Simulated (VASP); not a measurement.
Write the native input for VASP 6.6.1 that does the following.

```yaml
Task: single point
Functional: r2SCAN
Potentials_or_basis: VASP PAW PBE potentials, release 64 (Ta_pv, N)
Cutoff: 660 eV
k_mesh: 12 × 12 × 12
Occupations: gaussian, width 0.05 eV
Spin: collinear spin, ferromagnetic start
Starting_moments: "[0.05, 0.0] μB"
Dipole_correction: no
Further_INCAR_settings: ALGO = Normal; EDIFF = 1e-06; NBANDS = 19
```

TaN:

```
Ta N
1.0
     0.00000    2.35062    2.35062
     2.35062    0.00000    2.35062
     2.35062    2.35062    0.00000
Ta N
1 1
Cartesian
  0.0000 0.0000 0.0000
  1.1753 1.1753 1.1753
```

This cell differs from its parent crystal: volume scaled by 0.980.

One way to write it, as run:

POSCAR

```
TaN
1.0
    0.0000000000      2.3506220380      2.3506220380
    2.3506220380      0.0000000000      2.3506220380
    2.3506220380      2.3506220380      0.0000000000
Ta N
1 1
Direct
    0.0000000000      0.0000000000      0.0000000000
    0.2500000000      0.2500000000      0.2500000000
```

INCAR.step1

```
PREC = Accurate
ENCUT = 660
ISMEAR = 0
SIGMA = 0.05
LREAL = False
LASPH = True
NELM = 200
ISPIN = 2
MAGMOM = 0.05 0
LMAXMIX = 4
NBANDS = 19
GGA = PE
ALGO = Normal
EDIFF = 1E-5
LWAVE = True
LCHARG = False
GGA_COMPAT = False
```

INCAR.step2

```
PREC = Accurate
ENCUT = 660
EDIFF = 1E-6
ISMEAR = 0
SIGMA = 0.05
LREAL = False
LASPH = True
NELM = 200
ALGO = Normal
ISIF = 2
LWAVE = False
LCHARG = True
ISPIN = 2
MAGMOM = 0.05 0
LORBIT = 11
LMAXMIX = 4
METAGGA = R2SCAN
LMIXTAU = True
LELF = True
LVHAR = True
NBANDS = 19
ISTART = 1
GGA_COMPAT = False
```

KPOINTS

```
regular mesh
0
Gamma
  12 12 12
```

Potentials or basis: VASP PAW PBE potentials, release 64 (Ta_pv, N).

The run is started by

```sh
$ cat potpaw_PBE.64/Ta_pv/POTCAR potpaw_PBE.64/N/POTCAR > POTCAR
$ cp INCAR.step1 INCAR
$ mpirun -np 1 vasp_std > vasp.out
$ cp INCAR.step2 INCAR
$ mpirun -np 1 vasp_std > vasp.out
```

It gave:

```json
{"Pressure": "6.8 GPa", "Band gap on the k mesh": "zero (filled and empty bands overlap)", "Net moment": "0.00 μB per cell", "Valence electrons inside the program's atomic spheres": "Ta 8.99; N 3.84"}
```

Caveat: the PAW data sets were made with another functional, which shifts forces and pressure a little; spin-orbit coupling is left out, which moves the levels of the heavy elements.

Run time: 6.2 min on 1 thread of Intel(R) Xeon(R) Platinum 8375C CPU @ 2.90GHz (Ice Lake), with other jobs on the host, peak memory 0.24 GiB.
